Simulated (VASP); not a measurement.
# K3OF: single point with r2SCAN

Crystal: K3OF.

```
CELL_PARAMETERS angstrom
5.05670 0.00000 0.00000
0.00000 5.05670 0.00000
0.00000 0.00000 5.05670
ATOMIC_POSITIONS crystal
F 0.00000 0.00000 0.00000
O 0.50000 0.50000 0.50000
K 0.50000 0.50000 0.00000
K 0.50000 0.00000 0.50000
K 0.00000 0.50000 0.50000
```

```json
{
  "Program": "VASP 6.6.1",
  "Task": "single point",
  "Functional": "r2SCAN",
  "Potentials or basis": "VASP PAW PBE potentials, release 64 (F, O, K_sv)",
  "Cutoff": "520 eV",
  "k mesh": "6 × 6 × 6",
  "Occupations": "gaussian, width 0.01 eV",
  "Spin": "no spin polarisation"
}
```

| Quantity | Value |
| --- | --- |
| Pressure | 0.1 GPa |
| Band gap on the k mesh | 1.24 eV, direct |

Levels at points of the mesh, in eV from the valence-band top:
| k point | band 18 | band 19 | band 20 | band 21 | band 22 | band 23 |
| --- | --- | --- | --- | --- | --- | --- |
| (0.00, 0.00, 0.00) | 0.00 | 0.00 | 0.00 | 1.24 | 4.09 | 4.09 |
| (0.50, 0.00, 0.00) | -0.91 | -0.11 | -0.11 | 2.97 | 3.25 | 5.23 |
| (0.50, 0.50, 0.00) | -1.00 | -1.00 | -0.22 | 4.18 | 4.41 | 4.41 |
| (0.50, 0.50, 0.50) | -1.14 | -1.14 | -1.14 | 4.10 | 5.42 | 5.42 |

Wall time 2.5 min on 1 thread of Intel(R) Xeon(R) 6975P-C (Granite Rapids), on a shared host, peak memory 0.28 GiB.

Caveat: the PAW data sets were made with another functional, which shifts forces and pressure a little. A k mesh can miss the band edges.
